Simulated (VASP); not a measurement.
# La (Fm-3m) in VASP: a series of runs

The runs below take La through single point, with r2SCAN.

Everything below comes from runs of VASP 6.6.1. Logs are shortened: lines on timing, memory, paths and dates and some standing lists are left out, and cuts for length are marked.

### Step 1. The cell of the first run

Symmetry: Fm-3m, No. 225, cubic system. The conventional cell has a = 5.309 Å, b = 5.309 Å, c = 5.309 Å, α = 90.00°, β = 90.00°, γ = 90.00°. Within 4.9 Å of La (site symmetry m-3m) lie 12 La at 3.75 Å.

### Step 2. Single point, r2SCAN

POSCAR

```
La
1.0
    0.0000000000      2.6546496237      2.6546496237
    2.6546496237      0.0000000000      2.6546496237
    2.6546496237      2.6546496237      0.0000000000
La
1
Direct
    0.0000000000      0.0000000000      0.0000000000
```

INCAR.step1

```
ALGO = Normal
EDIFF = 1E-4
ENCUT = 520
GGA = PE
ISMEAR = -1
LASPH = T
LCHARG = F
LREAL = F
LWAVE = T
NBANDS = 12
NELM = 60
PREC = Accurate
SIGMA = 0.1
```

INCAR.step2

```
ALGO = Normal
EDIFF = 1E-7
ENCUT = 520
ISIF = 2
ISMEAR = -1
ISTART = 1
LASPH = T
LCHARG = T
LELF = T
LMIXTAU = T
LREAL = F
LVHAR = T
LWAVE = F
METAGGA = R2SCAN
NBANDS = 12
NELM = 60
PREC = Accurate
SIGMA = 0.1
```

KPOINTS

```
k-points
0
Gamma
  10 10 10
```

Potentials or basis: VASP PAW PBE potentials, release 64 (La).

Command:

```sh
$ cat potpaw_PBE.64/La/POTCAR > POTCAR
$ cp INCAR.step1 INCAR
$ mpirun -np 1 vasp_std > vasp.out
$ cp INCAR.step2 INCAR
$ mpirun -np 1 vasp_std > vasp.out
```

OUTCAR:

```text
EDIFF = 1E-7
   ENCUT = 520
   ISIF = 2
   ISMEAR = -1
   ISTART = 1
   LASPH = T
   LREAL = F
   METAGGA = R2SCAN
   NELM = 60
   PREC = Accurate

 ion  position               nearest neighbor table
   1  0.000  0.000  0.000-

  LATTYP: Found a face centered cubic cell.
 ALAT       =     5.3092992474

  Lattice vectors:

 A1 = (   0.0000000000,   2.6546496237,   2.6546496237)
 A2 = (   2.6546496237,   0.0000000000,   2.6546496237)
 A3 = (   2.6546496237,   2.6546496237,   0.0000000000)

Analysis of symmetry for initial positions (statically):
=====================================================================
 Subroutine PRICEL returns:
 Original cell was already a primitive cell.

 Routine SETGRP: Setting up the symmetry group for a
 face centered cubic supercell.

 Subroutine GETGRP returns: Found 48 space group operations
 (whereof 48 operations were pure point group operations)
 out of a pool of 48 trial point group operations.

The static configuration has the point symmetry O_h .

Analysis of symmetry for dynamics (positions and initial velocities):
=====================================================================
 Subroutine PRICEL returns:
 Original cell was already a primitive cell.

 Routine SETGRP: Setting up the symmetry group for a
 face centered cubic supercell.

 Subroutine GETGRP returns: Found 48 space group operations
 (whereof 48 operations were pure point group operations)
 out of a pool of 48 trial point group operations.

The dynamic configuration has the point symmetry O_h .

 Subroutine INISYM returns: Found 48 space group operations
 (whereof 48 operations are pure point group operations),
 and found     1 'primitive' translations

----------------------------------------------------------------------------------------

                                     Primitive cell

  volume of cell :      37.4155

  direct lattice vectors                    reciprocal lattice vectors
     0.000000000  2.654649624  2.654649624    -0.188348773  0.188348773  0.188348773
     2.654649624  0.000000000  2.654649624     0.188348773 -0.188348773  0.188348773
     2.654649624  2.654649624  0.000000000     0.188348773  0.188348773 -0.188348773

  length of vectors
     3.754241501  3.754241501  3.754241501     0.326229645  0.326229645  0.326229645

  position of ions in fractional coordinates (direct lattice)
     0.000000000  0.000000000  0.000000000
[... 75 lines left out ...]
   NELM   =     60;   NELMIN=  2; NELMDL=  0     # of ELM steps
   EDIFF  = 0.1E-06   stopping-criterion for ELM
   LREAL  =      F    real-space projection
   EDIFFG = 0.1E-05   stopping-criterion for IOM
   NSW    =      0    number of steps for IOM
   IBRION =     -1    ionic relax: 0-MD 1-quasi-New 2-CG
   NFREE  =      0    steps in history (QN), initial steepest desc. (CG)
   ISIF   =      2    stress and relaxation
   ISYM   =      2    0-nonsym 1-usesym 2-fastsym
   POTIM  = 0.5000    time-step for ionic-motion
   TEBEG  =    0.0;   TEEND  =   0.0 temperature during run
   PSTRESS=    0.0 pullay stress
   NELECT =      11.0000    total number of electrons
   NUPDOWN=      -1.0000    fix difference up-down
   EMIN   =  10.00;   EMAX   =-10.00  energy-range for DOS
   EFERMI =   0.00;   METHOD = LEGACY
   ISMEAR =    -1;   SIGMA  =   0.10  broadening in eV -4-tet -1-fermi 0-gaus
   EFERMI_NEDOS =   21; number of points for ismear=-14 and -15
   IALGO  =     38    algorithm
   IMIX   =      4    mixing-type and parameters
     AMIX     =   0.40;   BMIX     =  1.00
     AMIX_MAG =   1.60;   BMIX_MAG =  1.00
  volume/ion in A,a.u.               =      37.42       252.49
  Fermi-wavevector in a.u.,A,eV,Ry     =   1.088567  2.057093 16.122608  1.184978
  Thomas-Fermi vector in A             =   2.224751
   LORBIT       =      0    0 simple, 1 ext, 2 COOP (PROOUT), +10 PAW based schemes
   METAGGA = R2SCAN    functional components
   LHFCALC =     F    Hartree Fock is set to
   AEXX    =    0.0000 exact exchange contribution
   IVDW    =     0    specifies the selected vdW correction
   LEPSILON=     F    determine dielectric tensor
   LRPA    =     F    only Hartree local field effects (RPA)
 non-spin polarized calculation
  energy-cutoff  :      520.00
  volume of cell :       37.42
 maximum number of plane-waves:      1025
   NGX = 13   NGY = 13   NGZ = 13

 number of electron      10.9999999 magnetization

 Free energy of the ion-electron system (eV)
  ---------------------------------------------------
  ext. energy  EPLUGINS =         0.00000000
  ---------------------------------------------------
  free energy    TOTEN  =       -29.75626754 eV

  energy without entropy =      -29.69703822  energy(sigma->0) =      -29.72665288

 E-fermi :   7.8842     XC(G=0): -10.1851

 val. band max:        7.8333806368   @ k =  -0.4000   0.3000   0.0000
 cond. band min:       7.8982779139   @ k =  -0.3000   0.4000   0.1000
 fundamental gap:      0.0648972771
 Fermi energy:         7.8841519610

 k-point     1 :       0.0000    0.0000    0.0000
  band No.  band energies     occupation
      1     -26.1717      2.00000
      2      -8.6916      2.00000
      3      -8.6916      2.00000
      4      -8.6916      2.00000
      5       4.5678      2.00000
      6       9.4180      0.00000
      7       9.5545      0.00000
      8       9.5545      0.00000
      9       9.5545      0.00000
     10      10.0023      0.00000
     11      10.0023      0.00000
     12      10.0023      0.00000
[... 331 lines left out ...]
 k-point    24 :       0.4000    0.3000    0.0000
  band No.  band energies     occupation
      1     -25.9519      2.00000
      2      -9.7791      2.00000
      3      -9.1253      2.00000
      4      -9.0752      2.00000
      5       6.4235      2.00000
      6       6.9775      1.99977
      7       9.4076      0.00000
      8      10.0391      0.00000
      9      10.1037      0.00000
     10      10.1772      0.00000
     11      10.3473      0.00000
     12      10.3789      0.00000

 [... further k-points ...]
[... 5 lines left out ...]
  --------------------------------------------------------------------------------------
  -------------------------------------------------------------------------------------
  Total        0.0133211      0.0133211      0.0133211      0.0000000      0.0000000      0.0000000
  in kB        0.5704242      0.5704242      0.5704242      0.0000000      0.0000000      0.0000000
  external PRESSURE =       0.5704242 kB  Pullay stress =       0.0000000 kB

 VOLUME and BASIS-vectors are now :
 -----------------------------------------------------------------------------
  energy-cutoff  :      520.00
  volume of cell :       37.42
      direct lattice vectors                 reciprocal lattice vectors
     0.000000000  2.654649624  2.654649624    -0.188348773  0.188348773  0.188348773
     2.654649624  0.000000000  2.654649624     0.188348773 -0.188348773  0.188348773
     2.654649624  2.654649624  0.000000000     0.188348773  0.188348773 -0.188348773

 POSITION                                       TOTAL-FORCE (eV/Angst)
 -----------------------------------------------------------------------------------
      0.00000      0.00000      0.00000         0.000000      0.000000     -0.000000
 -----------------------------------------------------------------------------------
    total drift:                               -0.000000      0.000000     -0.000000

  FREE ENERGIE OF THE ION-ELECTRON SYSTEM (eV)
  ---------------------------------------------------
  free  energy   TOTEN  =       -29.7562675410 eV

  energy  without entropy=      -29.6970382169  energy(sigma->0) =      -29.72665288
```

OSZICAR.step1:

```text
N       E                     dE             d eps       ncg     rms          rms(c)
DAV:   1     0.968548814828E+02    0.96855E+02   -0.38829E+03  1144   0.120E+03
DAV:   2     0.170669904699E+01   -0.95148E+02   -0.91063E+02  1456   0.184E+02
DAV:   3    -0.460883258531E+01   -0.63155E+01   -0.60068E+01  1560   0.769E+01
DAV:   4    -0.490361413068E+01   -0.29478E+00   -0.29282E+00  2136   0.113E+01
DAV:   5    -0.491542979517E+01   -0.11816E-01   -0.11795E-01  2104   0.220E+00    0.209E+00
DAV:   6    -0.490540486018E+01    0.10025E-01   -0.90741E-03  1952   0.790E-01    0.126E+00
DAV:   7    -0.490533041921E+01    0.74441E-04   -0.42963E-02  1540   0.158E+00    0.193E-01
DAV:   8    -0.490445935355E+01    0.87107E-03   -0.15343E-03  2200   0.406E-01    0.237E-01
DAV:   9    -0.490893715885E+01   -0.44778E-02   -0.18074E-02  1728   0.973E-01    0.152E-01
DAV:  10    -0.490918046783E+01   -0.24331E-03   -0.84598E-04  1984   0.213E-01    0.127E-01
DAV:  11    -0.490928659523E+01   -0.10613E-03   -0.13762E-04  1456   0.935E-02    0.960E-02
DAV:  12    -0.490929494996E+01   -0.83547E-05   -0.16355E-05  1044   0.640E-02
   1 F= -.49092949E+01 E0= -.48773239E+01  d E =-.639420E-01
```

It took 2.9 min on 1 thread of Intel Xeon Platinum 8488C (Sapphire Rapids), shared host; peak memory 0.19 GiB.

What came out:

```yaml
Free_energy: -29.7563 eV
Pressure: 0.1 GPa
```

Levels at points of the mesh, in eV from the Fermi level:
| k point | band 3 | band 4 | band 5 | band 6 | band 7 | band 8 |
| --- | --- | --- | --- | --- | --- | --- |
| (0.00, 0.00, 0.00) | -16.58 | -16.58 | -3.32 | 1.53 | 1.67 | 1.67 |
| (0.50, 0.00, 0.00) | -16.75 | -16.75 | -1.75 | 1.44 | 1.44 | 1.54 |
| (0.50, 0.50, 0.00) | -17.07 | -17.07 | -2.07 | -1.43 | 2.17 | 2.22 |

Caveat: the PAW data sets were made with another functional, which shifts forces and pressure a little; spin-orbit coupling is left out, which moves the levels of the heavy elements.

### Step 3. Single point, r2SCAN (volume scaled by 0.88)

POSCAR

```
La
1.0
    0.0000000000      2.5439081841      2.5439081841
    2.5439081841      0.0000000000      2.5439081841
    2.5439081841      2.5439081841      0.0000000000
La
1
Direct
    0.0000000000      0.0000000000      0.0000000000
```

INCAR.step1

```
SYSTEM = La
  PREC = Accurate
  ENCUT = 520
  ISMEAR = -1
  SIGMA = 0.1
  LREAL = .FALSE.
  LASPH = .TRUE.
  NELM = 60
  NBANDS = 12
  GGA = PE
  ALGO = Normal
  EDIFF = 1E-4
  LWAVE = .TRUE.
  LCHARG = .FALSE.
```

INCAR.step2

```
SYSTEM = La
  PREC = Accurate
  ENCUT = 520
  EDIFF = 1E-6
  ISMEAR = -1
  SIGMA = 0.1
  LREAL = .FALSE.
  LASPH = .TRUE.
  NELM = 60
  ALGO = Normal
  ISIF = 2
  LWAVE = .FALSE.
  LCHARG = .FALSE.
  METAGGA = R2SCAN
  LMIXTAU = .TRUE.
  NBANDS = 12
  ISTART = 1
```

KPOINTS

```
regular mesh
0
G
  12 12 12
  0 0 0
```

Potentials or basis: VASP PAW PBE potentials, release 64 (La).

Command:

```sh
$ cat potpaw_PBE.64/La/POTCAR > POTCAR
$ cp INCAR.step1 INCAR
$ mpirun -np 1 vasp_std > vasp.out
$ cp INCAR.step2 INCAR
$ mpirun -np 1 vasp_std > vasp.out
```

It took 3.8 min on 1 thread of Intel Xeon Platinum 8488C (Sapphire Rapids), shared host; peak memory 0.19 GiB.

Results (log left out):

```yaml
Free_energy: -29.7209 eV
Pressure: 3.2 GPa
```

Levels at points of the mesh, in eV from the Fermi level:
| k point | band 1 | band 2 | band 3 | band 4 | band 5 | band 6 | band 7 | band 8 | band 9 | band 10 |
| --- | --- | --- | --- | --- | --- | --- | --- | --- | --- | --- |
| (0.00, 0.00, 0.00) | -33.92 | -16.12 | -16.12 | -16.12 | -3.12 | 1.59 | 1.76 | 1.76 | 1.76 | 2.35 |
| (0.50, 0.00, 0.00) | -33.58 | -18.16 | -16.37 | -16.37 | -1.87 | 1.48 | 1.48 | 1.63 | 2.43 | 2.43 |
| (0.50, 0.50, 0.00) | -33.47 | -18.00 | -16.84 | -16.84 | -2.43 | -1.77 | 2.53 | 2.53 | 2.53 | 2.54 |

Caveat: the PAW data sets were made with another functional, which shifts forces and pressure a little; spin-orbit coupling is left out, which moves the levels of the heavy elements.

### Step 4. Single point, r2SCAN (volume scaled by 0.92)

POSCAR

```
La
1.0
    0.0000000000      2.5818825615      2.5818825615
    2.5818825615      0.0000000000      2.5818825615
    2.5818825615      2.5818825615      0.0000000000
La
1
Direct
    0.0000000000      0.0000000000      0.0000000000
```

INCAR.step1

```
SYSTEM = La
PREC = Accurate
ENCUT = 520
ISMEAR = -1
SIGMA = 0.1
LREAL = .False.
LASPH = .True.
NELM = 80
NBANDS = 12
GGA = PE
ALGO = Normal
EDIFF = 1E-4
LWAVE = .True.
LCHARG = .False.
```

INCAR.step2

```
SYSTEM = La
PREC = Accurate
ENCUT = 520
EDIFF = 1E-6
ISMEAR = -1
SIGMA = 0.1
LREAL = .False.
LASPH = .True.
NELM = 80
ALGO = Normal
ISIF = 2
LWAVE = .False.
LCHARG = .False.
METAGGA = R2SCAN
LMIXTAU = .True.
NBANDS = 12
ISTART = 1
```

KPOINTS

```
Automatic mesh
0
Gamma
  12 12 12
  0 0 0
```

Command:

```sh
$ cat potpaw_PBE.64/La/POTCAR > POTCAR
$ cp INCAR.step1 INCAR
$ mpirun -np 1 vasp_std > vasp.out
$ cp INCAR.step2 INCAR
$ mpirun -np 1 vasp_std > vasp.out
```

It took 3.5 min on 1 thread of Intel Xeon Platinum 8488C (Sapphire Rapids), shared host; peak memory 0.19 GiB.

The run converged. Its results:

```yaml
Free_energy: -29.7447 eV
Pressure: 1.9 GPa
```

Levels at points of the mesh, in eV from the Fermi level:
```csv
k point,band 1,band 2,band 3,band 4,band 5,band 6,band 7,band 8,band 9,band 10
"(0.00, 0.00, 0.00)",-33.96,-16.29,-16.29,-16.29,-3.20,1.58,1.73,1.73,1.73,2.27
"(0.50, 0.00, 0.00)",-33.67,-18.08,-16.51,-16.51,-1.83,1.46,1.46,1.61,2.33,2.34
"(0.50, 0.50, 0.00)",-33.58,-17.95,-16.91,-16.91,-2.30,-1.65,2.41,2.42,2.42,2.43
```

Caveat: the PAW data sets were made with another functional, which shifts forces and pressure a little; spin-orbit coupling is left out, which moves the levels of the heavy elements.

### Step 5. Single point, r2SCAN (volume scaled by 0.96)

POSCAR

```
La
1.0
    0.0000000000      2.6187715820      2.6187715820
    2.6187715820      0.0000000000      2.6187715820
    2.6187715820      2.6187715820      0.0000000000
La
1
Direct
    0.0000000000      0.0000000000      0.0000000000
```

INCAR.step1

```
PREC = Accurate
ENCUT = 520
ISMEAR = -1
SIGMA = 0.1
LREAL = False
LASPH = True
NELM = 80
NBANDS = 12
GGA = PE
ALGO = Normal
EDIFF = 1E-4
LWAVE = True
LCHARG = False
```

INCAR.step2

```
PREC = Accurate
ENCUT = 520
EDIFF = 1E-7
ISMEAR = -1
SIGMA = 0.1
LREAL = False
LASPH = True
NELM = 80
ALGO = Normal
ISIF = 2
LWAVE = False
LCHARG = False
METAGGA = R2SCAN
LMIXTAU = True
NBANDS = 12
ISTART = 1
```

KPOINTS

```
regular mesh
0
Gamma
  12 12 12
```

Command:

```sh
$ cat potpaw_PBE.64/La/POTCAR > POTCAR
$ cp INCAR.step1 INCAR
$ mpirun -np 1 vasp_std > vasp.out
$ cp INCAR.step2 INCAR
$ mpirun -np 1 vasp_std > vasp.out
```

Wall time 4.4 min (1 thread of Intel Xeon Platinum 8488C (Sapphire Rapids), shared host); peak memory 0.2 GiB.

The run converged. Its results:

- Free energy: -29.7570 eV
- Pressure: 0.8 GPa

Levels at points of the mesh, in eV from the Fermi level:
```tsv
k point	band 3	band 4	band 5	band 6	band 7	band 8
(0.00, 0.00, 0.00)	-16.44	-16.44	-3.27	1.56	1.70	1.70
(0.50, 0.00, 0.00)	-16.63	-16.63	-1.79	1.45	1.45	1.58
(0.50, 0.50, 0.00)	-16.99	-16.99	-2.18	-1.53	2.29	2.32
```

Caveat: the PAW data sets were made with another functional, which shifts forces and pressure a little; spin-orbit coupling is left out, which moves the levels of the heavy elements.

### Step 6. Single point, r2SCAN

POSCAR

```
La
1.0
    0.0000000000      2.6546496237      2.6546496237
    2.6546496237      0.0000000000      2.6546496237
    2.6546496237      2.6546496237      0.0000000000
La
1
Direct
    0.0000000000      0.0000000000      0.0000000000
```

Changes to INCAR.step1 since step 5:

```diff
@@ -6,3 +6,3 @@
 LASPH = True
-NELM = 80
+NELM = 60
 NBANDS = 12
```

Changes to INCAR.step2 since step 5:

```diff
@@ -7,3 +7,3 @@
 LASPH = True
-NELM = 80
+NELM = 60
 ALGO = Normal
```

KPOINTS is that of step 5.

Potentials or basis: VASP PAW PBE potentials, release 64 (La).

Command:

```sh
$ cat potpaw_PBE.64/La/POTCAR > POTCAR
$ cp INCAR.step1 INCAR
$ mpirun -np 1 vasp_std > vasp.out
$ cp INCAR.step2 INCAR
$ mpirun -np 1 vasp_std > vasp.out
```

Run time: 4.1 min. Hardware: 1 thread of Intel Xeon Platinum 8488C (Sapphire Rapids), shared host; peak memory 0.2 GiB.

Results (log left out):

| Quantity | Value |
| --- | --- |
| Free energy | -29.7598 eV |
| Pressure | -0.2 GPa |

Levels at points of the mesh, in eV from the Fermi level:
| k point | band 2 | band 3 | band 4 | band 5 | band 6 | band 7 | band 8 | band 9 |
| --- | --- | --- | --- | --- | --- | --- | --- | --- |
| (0.00, 0.00, 0.00) | -16.57 | -16.57 | -16.57 | -3.31 | 1.54 | 1.67 | 1.67 | 1.67 |
| (0.50, 0.00, 0.00) | -17.99 | -16.75 | -16.75 | -1.75 | 1.44 | 1.44 | 1.54 | 2.06 |
| (0.50, 0.50, 0.00) | -17.89 | -17.07 | -17.07 | -2.07 | -1.43 | 2.18 | 2.23 | 2.23 |

Caveat: the PAW data sets were made with another functional, which shifts forces and pressure a little; spin-orbit coupling is left out, which moves the levels of the heavy elements.

### Step 7. The runs side by side

| cell | k mesh | gap on the mesh (eV) | pressure (GPa) |
| --- | --- | --- | --- |
| a = 3.754 Å, angles 60.0°, 1 atom | 10 × 10 × 10 | none | 0.1 |
| a = 3.598 Å, angles 60.0°, 1 atom | 12 × 12 × 12 | none | 3.2 |
| a = 3.651 Å, angles 60.0°, 1 atom | 12 × 12 × 12 | none | 1.9 |
| a = 3.704 Å, angles 60.0°, 1 atom | 12 × 12 × 12 | none | 0.8 |
| a = 3.754 Å, angles 60.0°, 1 atom | 12 × 12 × 12 | none | -0.2 |

Alike in all rows: task single point; level r2SCAN; potentials or basis VASP PAW PBE potentials, release 64 (La); no spin polarisation; cutoff (eV) 520; smearing fermi-dirac 0.1 eV.

Caveats: the PAW data sets were made with another functional, which shifts forces and pressure a little; spin-orbit coupling is left out, which moves the levels of the heavy elements.

Absolute energies hang on the potentials; compare differences alone.
